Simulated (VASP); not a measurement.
Write the native input for VASP 6.6.1 that does the following.

| Item | Value |
| --- | --- |
| Task | single point |
| Functional | PBE |
| Potentials or basis | VASP PAW PBE potentials, release 64 (Sc_sv, As) |
| Cutoff | 500 eV |
| k mesh | 4 × 4 × 2 |
| Occupations | gaussian, width 0.1 eV |
| Spin | collinear spin |
| Starting moments | [1.0, 0.0, 0.0, 0.0, 0.0] μB |
| Dipole correction | no |
| Further INCAR settings | ALGO = Normal; EDIFF = 1e-06; NBANDS = 28 |

The structure of ScAs4 lies in POSCAR:

```
ScAs4
1.0
    2.6287164558     -2.6908462224      0.0000000000
    2.6287164558      2.6908462224      0.0000000000
    0.0000000000      0.0000000000      7.6427081035
Sc As
1 4
Direct
    0.0000000000      0.0000000000      0.0000000000
    0.5000000000      0.5000000000      0.8329155335
    0.5000000000      0.5000000000      0.1670844665
    0.2797292167      0.7202707833      0.5000000000
    0.7202707833      0.2797292167      0.5000000000
```

The cell was generated, and may not be a known phase.

The input as run:

INCAR

```
SYSTEM = ScAs4
PREC     = Accurate       ! precision mode
ENCUT    = 500            ! plane-wave cutoff, eV
EDIFF    = 1E-6           ! SCF threshold, eV
ISMEAR   = 0              ! smearing method
SIGMA    = 0.1            ! smearing width, eV
LREAL    = .False.        ! projectors in reciprocal space
LASPH    = .True.         ! aspherical terms in the spheres
NELM     = 200            ! most SCF steps
ALGO     = Normal         ! electronic algorithm
ISIF     = 2              ! what is computed and relaxed
LWAVE    = .False.        ! write WAVECAR
LCHARG   = .False.        ! write CHGCAR
ISPIN    = 2              ! spin polarisation
MAGMOM   = 1 0 0 0 0      ! initial moments
LORBIT   = 11             ! projections on sites
LMAXMIX  = 4              ! l up to which the mixer works
GGA      = PE             ! functional
NBANDS   = 28             ! bands
GGA_COMPAT= .False.
```

KPOINTS

```
Automatic mesh
0
Gamma
  4 4 2
  0 0 0
```

Potentials or basis: VASP PAW PBE potentials, release 64 (Sc_sv, As).

Command:

```console
$ cat potpaw_PBE.64/Sc_sv/POTCAR potpaw_PBE.64/As/POTCAR > POTCAR
$ mpirun -np 1 vasp_std > vasp.out
```

Results of the run:

```yaml
Pressure: 0.2 GPa
Largest_force: 0.047 eV/Å
Net_moment: 0.00 μB per cell
Valence_electrons_inside_the_program's_atomic_spheres: Sc 9.25; As 2.74, 2.71 (each value once)
```

Caveat: the k points lie up to 0.42 Å⁻¹ apart.

Wall time 100 s on 1 thread of Oxide Virtual Turin-like Processor, on a shared host, peak memory 0.22 GiB.
